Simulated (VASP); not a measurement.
# Te2Pb3Se (P1) in VASP: single point with PBE

Aim: the single point of Te2Pb3Se with PBE.

Program: VASP 6.6.1. These are calculated values, not measurements. Logs are shortened: lines on timing, memory, paths and dates and some standing lists are left out, and cuts for length are marked.

## 1. The cell of the first run

The typed cell holds 12 atoms: a = 4.578 Å, b = 7.908 Å, c = 11.200 Å, α = 90.04°, β = 89.77°, γ = 90.20°.

## 2. Single point, PBE

INCAR reads:

```
SYSTEM = Te2Pb3Se
  ALGO = Normal
  EDIFF = 1E-6
  ENCUT = 520
  GGA = PE
  ISIF = 2
  ISMEAR = 0
  LASPH = .True.
  LCHARG = .True.
  LELF = .True.
  LREAL = .False.
  LVHAR = .True.
  LWAVE = .False.
  NBANDS = 72
  NELM = 80
  PREC = Accurate
  SIGMA = 0.1
```

KPOINTS reads:

```
k-points
0
Gamma
  4 2 2
  0 0 0
```

POSCAR reads:

```
Te2Pb3Se
1.0
    2.2958571201     -3.9604892295     -0.0091814918
   -6.8552491528     -3.9418087223      0.0024911933
    0.0147978397     -0.0182289448    -11.2003222162
Te Pb Se
4 6 2
Direct
    0.4915336910      0.8369188354      0.3236623262
   -0.0086950178      0.3369630903      0.3235559373
    0.9908768332      0.6704389276      0.6698472040
    0.4914004364      0.1705172003      0.6699423673
    1.0108570877      0.6620128127      0.1562566641
    0.5099567236      0.1623948421      0.1567799114
    1.0083257125      0.9965813225      0.5035360850
    0.5073272471      0.4969069134      0.5038553442
    0.5090073835      0.8292607887      0.8507572231
    0.0101037043      0.3289719722      0.8505225283
   -0.0105520351      1.0044964452     -0.0044543645
    0.4898582335      0.5045368495     -0.0042612263
```

Potentials or basis: VASP PAW PBE potentials, release 64 (Te, Pb_d, Se).

The run is started by

```sh
> cat potpaw_PBE.64/Te/POTCAR potpaw_PBE.64/Pb_d/POTCAR potpaw_PBE.64/Se/POTCAR > POTCAR
> mpirun -np 1 vasp_std > vasp.out
```

OUTCAR:

```text
SYSTEM = Te2Pb3Se
   EDIFF = 1E-6
   ENCUT = 520
   GGA = PE
   ISIF = 2
   ISMEAR = 0
   LASPH = .True.
   LREAL = .False.
   NELM = 80
   PREC = Accurate

 ion  position               nearest neighbor table
   1  0.492  0.837  0.324-   6 3.18   5 3.21   7 3.24   5 3.33   7 3.36   8 3.36
   2  0.991  0.337  0.324-   5 3.18   6 3.20   8 3.25   6 3.32   8 3.36   7 3.37
   3  0.991  0.670  0.670-   7 3.18   8 3.20   9 3.24   8 3.30   9 3.37  10 3.38
   4  0.491  0.171  0.670-   8 3.18   7 3.20  10 3.24   7 3.31  10 3.36   9 3.38
   5  0.011  0.662  0.156-  12 3.09   2 3.18   1 3.21  12 3.24  11 3.25   1 3.33
   6  0.510  0.162  0.157-  11 3.10   1 3.18   2 3.20  11 3.24  12 3.25   2 3.32
   7  0.008  0.997  0.504-   3 3.18   4 3.20   1 3.24   4 3.31   1 3.36   2 3.37
   8  0.507  0.497  0.504-   4 3.18   3 3.20   2 3.25   3 3.30   2 3.36   1 3.36
   9  0.509  0.829  0.851-  12 3.04  11 3.06  11 3.19   3 3.24   3 3.37   4 3.38
  10  0.010  0.329  0.851-  11 3.04  12 3.07  12 3.20   4 3.24   4 3.36   3 3.38
  11  0.989  0.004  0.996-  10 3.04   9 3.06   6 3.10   9 3.19   6 3.24   5 3.25
  12  0.490  0.505  0.996-   9 3.04  10 3.07   5 3.09  10 3.20   5 3.24   6 3.25

  LATTYP: Found a triclinic cell.
 ALAT       =     4.5778290873
 B/A-ratio  =     2.4466502816
 C/A-ratio  =     1.7273988973
 COS(alpha) =     0.0006490959
 COS(beta)  =     0.0035139094
 COS(gamma) =     0.0040762939

  Lattice vectors:

 A1 = (   2.2958571201,  -3.9604892295,  -0.0091814918)
 A2 = (   0.0147978397,  -0.0182289448, -11.2003222162)
 A3 = (   6.8552491528,   3.9418087223,  -0.0024911933)

Analysis of symmetry for initial positions (statically):
=====================================================================
 Subroutine PRICEL returns:
 Original cell was already a primitive cell.

 Routine SETGRP: Setting up the symmetry group for a
 triclinic supercell.

 Subroutine GETGRP returns: Found  1 space group operations
 (whereof  1 operations were pure point group operations)
 out of a pool of  2 trial point group operations.

The static configuration has the point symmetry C_1 .

Analysis of symmetry for dynamics (positions and initial velocities):
=====================================================================
 Subroutine PRICEL returns:
 Original cell was already a primitive cell.

 Routine SETGRP: Setting up the symmetry group for a
 triclinic supercell.

 Subroutine GETGRP returns: Found  1 space group operations
 (whereof  1 operations were pure point group operations)
 out of a pool of  2 trial point group operations.

The dynamic configuration has the point symmetry C_1 .

 Subroutine INISYM returns: Found  1 space group operations
 (whereof  1 operations are pure point group operations),
 and found     1 'primitive' translations

----------------------------------------------------------------------------------------

                                     Primitive cell

  volume of cell :     405.4496

  direct lattice vectors                    reciprocal lattice vectors
     2.295857120 -3.960489229 -0.009181492     0.108890409 -0.189372395  0.000452076
    -6.855249153 -3.941808722  0.002491193    -0.109405923 -0.063421455 -0.000041326
     0.014797840 -0.018228945-11.200322216    -0.000113597  0.000141132 -0.089283525

  length of vectors
     4.577829087  7.907736917 11.200346826     0.218447315  0.126459237  0.089283709

  position of ions in fractional coordinates (direct lattice)
     0.491533691  0.836918835  0.323662326
     0.991304982  0.336963090  0.323555937
     0.990876833  0.670438928  0.669847204
     0.491400436  0.170517200  0.669942367
     0.010857088  0.662012813  0.156256664
     0.509956724  0.162394842  0.156779911
     0.008325713  0.996581322  0.503536085
     0.507327247  0.496906913  0.503855344
     0.509007383  0.829260789  0.850757223
     0.010103704  0.328971972  0.850522528
     0.989447965  0.004496445  0.995545636
     0.489858234  0.504536849  0.995738774

  ion indices of the primitive-cell ions
   primitive index   ion index
                 1           1
                 2           2
                 3           3
                 4           4
                 5           5
                 6           6
                 7           7
                 8           8
                 9           9
                10          10
                11          11
                12          12

----------------------------------------------------------------------------------------

 KPOINTS: k-points

Automatic generation of k-mesh.
 Grid dimensions read from file:
 generate k-points for:    4    2    2

 Generating k-lattice:

  Cartesian coordinates                     Fractional coordinates (reciprocal lattice)
     0.027222602 -0.047343099  0.000113019     0.250000000  0.000000000  0.000000000
    -0.054702961 -0.031710727 -0.000020663     0.000000000  0.500000000  0.000000000
    -0.000056799  0.000070566 -0.044641763     0.000000000 -0.000000000  0.500000000

  Length of vectors
     0.054611829  0.063229618  0.044641855

  Shift w.r.t. Gamma in fractional coordinates (k-lattice)
     0.000000000  0.000000000  0.000000000

 Subroutine IBZKPT returns following result:
 ===========================================

 Found     12 irreducible k-points:

 Following reciprocal coordinates:
            Coordinates               Weight
  0.000000  0.000000  0.000000      1.000000
  0.250000 -0.000000  0.000000      2.000000
  0.500000 -0.000000  0.000000      1.000000
 -0.000000  0.500000 -0.000000      1.000000
  0.250000  0.500000  0.000000      2.000000
  0.500000  0.500000  0.000000      1.000000
 -0.000000  0.000000  0.500000      1.000000
  0.250000 -0.000000  0.500000      2.000000
  0.500000 -0.000000  0.500000      1.000000
  0.000000  0.500000  0.500000      1.000000
  0.250000  0.500000  0.500000      2.000000
  0.500000  0.500000  0.500000      1.000000
   k-points           NKPTS =     12   k-points in BZ     NKDIM =     12   number of bands    NBANDS=     72
   number of dos      NEDOS =    301   number of ions     NIONS =     12
   total plane-waves  NPLWV = 181440
   dimension x,y,z NGX =    36 NGY =   60 NGZ =   84
   dimension x,y,z NGXF=    72 NGYF=  120 NGZF=  168
   ions per type =               4   6   2
   NGX,Y,Z   is equivalent  to a cutoff of  13.07, 12.61, 12.47 a.u.
   NGXF,Y,Z  is equivalent  to a cutoff of  26.15, 25.23, 24.94 a.u.
 SYSTEM =  Te2Pb3Se
   PREC   = accura    normal or accurate (medium, high low for compatibility)
   ISTART =      0    job   : 0-new  1-cont  2-samecut
   ICHARG =      2    charge: 1-file 2-atom 10-const
   ISPIN  =      1    spin polarized calculation?
   LNONCOLLINEAR =      F non collinear calculations
   LSORBIT =      F    spin-orbit coupling
   LASPH  =      T    aspherical Exc in radial PAW
   ENCUT  =  520.0 eV  38.22 Ry    6.18 a.u.   8.51 14.70 20.83*2*pi/ulx,y,z
   NELM   =     80;   NELMIN=  2; NELMDL= -5     # of ELM steps
   EDIFF  = 0.1E-05   stopping-criterion for ELM
   LREAL  =      F    real-space projection
   EDIFFG = 0.1E-04   stopping-criterion for IOM
   NSW    =      0    number of steps for IOM
   IBRION =     -1    ionic relax: 0-MD 1-quasi-New 2-CG
   NFREE  =      0    steps in history (QN), initial steepest desc. (CG)
   ISIF   =      2    stress and relaxation
   ISYM   =      2    0-nonsym 1-usesym 2-fastsym
   POTIM  = 0.5000    time-step for ionic-motion
   TEBEG  =    0.0;   TEEND  =   0.0 temperature during run
   PSTRESS=    0.0 pullay stress
   NELECT =     120.0000    total number of electrons
   NUPDOWN=      -1.0000    fix difference up-down
   EMIN   =  10.00;   EMAX   =-10.00  energy-range for DOS
   EFERMI =   0.00;   METHOD = LEGACY
   ISMEAR =     0;   SIGMA  =   0.10  broadening in eV -4-tet -1-fermi 0-gaus
   EFERMI_NEDOS =   21; number of points for ismear=-14 and -15
   IALGO  =     38    algorithm
   IMIX   =      4    mixing-type and parameters
     AMIX     =   0.40;   BMIX     =  1.00
     AMIX_MAG =   1.60;   BMIX_MAG =  1.00
  volume/ion in A,a.u.               =      33.79       228.01
  Fermi-wavevector in a.u.,A,eV,Ry     =   1.090995  2.061683 16.194622  1.190271
  Thomas-Fermi vector in A             =   2.227232
   LORBIT       =      0    0 simple, 1 ext, 2 COOP (PROOUT), +10 PAW based schemes
   GGA     = PE    functional components
   LHFCALC =     F    Hartree Fock is set to
   AEXX    =    0.0000 exact exchange contribution
   IVDW    =     0    specifies the selected vdW correction
   LEPSILON=     F    determine dielectric tensor
   LRPA    =     F    only Hartree local field effects (RPA)
 non-spin polarized calculation
 Gauss-broadening in eV      SIGMA  =   0.10
  energy-cutoff  :      520.00
  volume of cell :      405.45
 maximum number of plane-waves:     10962
 NGX is ok and might be reduce to    36
   NGX = 17   NGY = 29   NGZ = 41

 number of electron     119.9999998 magnetization

 Free energy of the ion-electron system (eV)
  ---------------------------------------------------
  ext. energy  EPLUGINS =         0.00000000
  ---------------------------------------------------
  free energy    TOTEN  =       -46.34489969 eV

  energy without entropy =      -46.34489968  energy(sigma->0) =      -46.34489968

 E-fermi :   5.1301     XC(G=0):  -9.1287

 val. band max:        4.7513304052   @ k =   0.5000   0.5000   0.5000
 cond. band min:       5.5032092212   @ k =   0.5000   0.5000   0.5000
 fundamental gap:      0.7518788160
 Fermi energy:         5.1301189786

 k-point     1 :       0.0000    0.0000    0.0000
  band No.  band energies     occupation
      1     -11.9457      2.00000
      2     -11.9031      2.00000
      3     -11.9011      2.00000
      4     -11.9006      2.00000
      5     -11.8992      2.00000
      6     -11.8940      2.00000
[... 64 lines left out ...]
     71       7.8223      0.00000
     72       8.3122      0.00000

 k-point     2 :       0.2500   -0.0000    0.0000
  band No.  band energies     occupation
      1     -11.9363      2.00000
      2     -11.9154      2.00000
      3     -11.9129      2.00000
      4     -11.9003      2.00000
      5     -11.8998      2.00000
      6     -11.8916      2.00000
[... 64 lines left out ...]
     71       8.3245      0.00000
     72       8.6024      0.00000

 k-point     3 :       0.5000   -0.0000    0.0000
  band No.  band energies     occupation
      1     -11.9340      2.00000
      2     -11.9338      2.00000
      3     -11.9118      2.00000
      4     -11.9116      2.00000
      5     -11.8960      2.00000
      6     -11.8959      2.00000
[... 664 lines left out ...]
     71       8.5292      0.00000
     72       8.5860      0.00000

 k-point    12 :       0.5000    0.5000    0.5000
  band No.  band energies     occupation
      1     -11.9424      2.00000
      2     -11.9422      2.00000
      3     -11.9100      2.00000
      4     -11.9096      2.00000
      5     -11.9009      2.00000
      6     -11.8989      2.00000
[... 64 lines left out ...]
     71       9.1064      0.00000
     72       9.1140      0.00000

------------------------ aborting loop because EDIFF is reached ----------------------------------------

  FORCE on cell =-STRESS in cart. coord.  units (eV):
  Direction    XX          YY          ZZ          XY          YZ          ZX
  --------------------------------------------------------------------------------------
  -------------------------------------------------------------------------------------
  Total       -0.1595152     -0.1442653     -0.0954324      0.0312453      0.0303421     -0.0767061
  in kB       -0.6303414     -0.5700795     -0.3771114      0.1234691      0.1199000     -0.3031125
  external PRESSURE =      -0.5258441 kB  Pullay stress =       0.0000000 kB

 VOLUME and BASIS-vectors are now :
 -----------------------------------------------------------------------------
  energy-cutoff  :      520.00
  volume of cell :      405.45
      direct lattice vectors                 reciprocal lattice vectors
     2.295857120 -3.960489229 -0.009181492     0.108890409 -0.189372395  0.000452076
    -6.855249153 -3.941808722  0.002491193    -0.109405923 -0.063421455 -0.000041326
     0.014797840 -0.018228945-11.200322216    -0.000113597  0.000141132 -0.089283525

 POSITION                                       TOTAL-FORCE (eV/Angst)
 -----------------------------------------------------------------------------------
     -4.60401     -5.25159     -3.62755         0.005784     -0.003170     -0.009448
     -0.02928     -5.26019     -3.63219         0.003666     -0.002488     -0.013228
     -2.31120     -6.57931     -7.50993         0.004063     -0.005551      0.012457
     -0.03084     -2.63054     -7.50766         0.005776     -0.003251      0.014211
     -4.51102     -2.65538     -1.74858        -0.002672      0.002293      0.004606
      0.05985     -2.66267     -1.76026         0.002161      0.003261      0.010854
     -6.80525     -3.97049     -5.63736        -0.002768      0.002193      0.003115
     -2.23421     -3.97716     -5.64676        -0.000440      0.001361      0.003970
     -4.50359     -5.30021     -9.53136        -0.003345     -0.002625     -0.013826
     -2.21940     -1.35226     -9.52540        -0.002374      0.000959     -0.013376
      2.25554     -3.95457    -11.15951        -0.004207      0.003307     -0.001437
     -2.31935     -3.94702    -11.15584        -0.005645      0.003712      0.002100
 -----------------------------------------------------------------------------------
    total drift:                                0.000697     -0.000472     -0.000555

  FREE ENERGIE OF THE ION-ELECTRON SYSTEM (eV)
  ---------------------------------------------------
  free  energy   TOTEN  =       -46.3448996879 eV

  energy  without entropy=      -46.3448996774  energy(sigma->0) =      -46.34489968
```

Run time: 6 min. Hardware: 1 thread of AMD EPYC 9R45 (Zen 5), shared host; peak memory 0.55 GiB.

Results:

| Quantity | Value |
| --- | --- |
| Free energy | -46.3449 eV |
| Pressure | -0.1 GPa |
| Largest force | 0.016 eV/Å |
| Band gap on the k mesh | 0.75 eV |

Forces in eV/Å, atoms in the order of the input:
```
Te   0.006 -0.003 -0.009
Te   0.004 -0.002 -0.013
Te   0.004 -0.006  0.012
Te   0.006 -0.003  0.014
Pb  -0.003  0.002  0.005
Pb   0.002  0.003  0.011
Pb  -0.003  0.002  0.003
Pb   0.000  0.001  0.004
Pb  -0.003 -0.003 -0.014
Pb  -0.002  0.001 -0.013
Se  -0.004  0.003 -0.001
Se  -0.006  0.004  0.002
```

Levels at points of the mesh, in eV from the valence-band top:
```tsv
k point	band 57	band 58	band 59	band 60	band 61	band 62	band 63	band 64
(0.00, 0.00, 0.00)	-0.78	-0.76	-0.47	-0.36	1.46	1.69	2.10	2.11
(0.50, 0.00, 0.00)	-1.02	-1.01	-0.53	-0.52	1.59	1.59	2.02	2.02
(0.00, 0.50, 0.00)	-0.54	-0.53	-0.42	-0.42	1.55	1.55	1.92	1.92
(0.50, 0.50, 0.00)	-1.13	-1.13	-1.12	-1.08	2.10	2.12	2.17	2.17
(0.00, 0.00, 0.50)	-0.72	-0.70	0.00	0.00	0.76	0.83	1.58	1.61
(0.50, 0.00, 0.50)	-0.98	-0.98	-0.37	-0.37	1.82	1.83	2.26	2.26
(0.00, 0.50, 0.50)	-0.77	-0.77	-0.34	-0.33	1.57	1.58	2.11	2.11
(0.50, 0.50, 0.50)	-0.85	-0.83	-0.06	0.00	0.75	0.85	1.59	1.62
```

Caveat: spin-orbit coupling is left out, which moves the levels of the heavy elements. A k mesh can miss the band edges.
